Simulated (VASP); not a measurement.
Set up this calculation in VASP 6.6.1, as the native input.

```
Task                   : relaxation of cell and atoms
Functional             : PBE
Potentials or basis    : VASP PAW PBE potentials, release 64 (Ta_pv, Br)
Cutoff                 : 600 eV
k mesh                 : 4 × 4 × 4
Occupations            : gaussian, width 0.1 eV
Spin                   : collinear spin
Starting moments       : [1.0, 0.0] μB
Dipole correction      : no
Further INCAR settings : ALGO = Normal; EDIFF = 1e-07; IBRION = 2; EDIFFG = -0.04; NSW = 90; ISIF = 3
```

The structure of TaBr lies in POSCAR:

```
TaBr
1.0
    3.7635387800      0.0000000000      0.0000000000
    0.0000000000      3.7635387800      0.0000000000
    0.0000000000      0.0000000000      3.7635387800
Ta Br
1 1
Direct
    0.5000000000      0.5000000000      0.5000000000
    0.0000000000      0.0000000000      0.0000000000
```

The cell was generated, and may not be a known phase.

These files were run (other wordings do the same):

INCAR

```
SYSTEM = TaBr
PREC = Accurate
ENCUT = 600
EDIFF = 1E-7
ISMEAR = 0
SIGMA = 0.1
LREAL = .FALSE.
LASPH = .TRUE.
NELM = 150
ALGO = Normal
ISIF = 3
LWAVE = .FALSE.
LCHARG = .FALSE.
ISPIN = 2
MAGMOM = 1 0
LORBIT = 11
LMAXMIX = 4
GGA = PE
IBRION = 2
NSW = 90
EDIFFG = -0.04
```

KPOINTS

```
regular mesh
0
G
  4 4 4
  0 0 0
```

Potentials or basis: VASP PAW PBE potentials, release 64 (Ta_pv, Br).

The run is started by

```bash
$ cat potpaw_PBE.64/Ta_pv/POTCAR potpaw_PBE.64/Br/POTCAR > POTCAR
$ mpirun -np 1 vasp_std > vasp.out
```

Results of the run:

```
Relaxed volume                                        : 18.31 Å³/atom
Relaxed cell                                          : a = 3.321 Å, b = 3.321 Å, c = 3.321 Å, α = 90.00°, β = 90.00°, γ = 90.00°
Space group after relaxing (to 0.1 Å)                 : Pm-3m (No. 221)
Energy gained by relaxing                             : 650.0 meV/atom
Ionic steps                                           : 3
Pressure after relaxing                               : -0.3 GPa
Band gap on the k mesh                                : zero (filled and empty bands overlap)
Net moment                                            : 0.00 μB per cell
Valence electrons inside the program's atomic spheres : Ta 8.74; Br 4.85
```

Caveat: the k points lie up to 0.47 Å⁻¹ apart in the final cell, too coarse for converged energies and pressures of a metal; the volume moved by over 15 % at a fixed basis, so the end points are rough; spin-orbit coupling is left out, which moves the levels of the heavy elements.

It took 29 s on 1 thread of Intel(R) Xeon(R) 6975P-C (Granite Rapids), with other jobs on the host, peak memory 0.19 GiB.
